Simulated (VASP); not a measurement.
BaGeP4, 6 atoms in the cell. Symmetry: F-43m, No. 216, cubic system. The conventional cell has a = 8.001 Å, b = 8.001 Å, c = 8.001 Å, α = 90.00°, β = 90.00°, γ = 90.00°. Ba (site symmetry -43m) has 12 P at 3.38 Å and 4 Ge at 3.46 Å within 4.4 Å. Within 4.3 Å of Ge (site symmetry -43m) lie 12 P at 3.28 Å and 4 Ba at 3.46 Å. Within 3.1 Å of P (site symmetry 3m) lie 3 P at 2.33 Å. The cell was generated, and may not be a known phase.

```yaml
Program: VASP 6.6.1
Task: relaxation of cell and atoms
Functional: PBE
Potentials_or_basis: VASP PAW PBE potentials, release 64 (Ba_sv, Ge_d, P)
Cutoff: 600 eV
k_mesh: 8 × 8 × 8
Occupations: gaussian, width 0.1 eV
Spin: no spin polarisation
Dipole_correction: no
Further_INCAR_settings: ALGO = Normal; EDIFF = 1e-06; IBRION = 2; EDIFFG = -0.01; NSW = 100; ISIF = 3
```

Potentials or basis: VASP PAW PBE potentials, release 64 (Ba_sv, Ge_d, P).

Command:

```bash
$ cat potpaw_PBE.64/Ba_sv/POTCAR potpaw_PBE.64/Ge_d/POTCAR potpaw_PBE.64/P/POTCAR > POTCAR
$ mpirun -np 1 vasp_std > vasp.out
```

Hardware: 1 thread of AMD EPYC 9R45 96-Core Processor (Zen 5), on a shared host.

Q: Estimate the wall time of this run.

A: It took 5.5 min on 1 thread of AMD EPYC 9R45 96-Core Processor (Zen 5), with other jobs on the host, peak memory 0.38 GiB. Counts: scf iterations 51, k points 29, ion steps 6.
